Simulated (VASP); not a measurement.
A run of VASP 6.6.1 is set up as follows.

Contents of INCAR:

```
PREC = Accurate
ENCUT = 520
EDIFF = 1E-6
ISMEAR = -1
SIGMA = 0.08
LREAL = False
LASPH = True
NELM = 60
ALGO = Normal
ISIF = 2
LWAVE = False
LCHARG = True
GGA = PE
LELF = True
LVHAR = True
NBANDS = 12
```

KPOINTS

```
Automatic mesh
0
Gamma
  17 17 17
```

Contents of POSCAR:

```
Nb
1.0
    0.0000000000      1.6743381475      1.6743381475
    1.6743381475      0.0000000000      1.6743381475
    1.6743381475      1.6743381475      0.0000000000
Nb
1
Direct
    0.0000000000      0.0000000000      0.0000000000
```

Potentials or basis: VASP PAW PBE potentials, release 64 (Nb_sv).

Run with:

```sh
$ cat potpaw_PBE.64/Nb_sv/POTCAR > POTCAR
$ mpirun -np 1 vasp_std > vasp.out
```

What does it give for the pressure?

369.5 GPa.
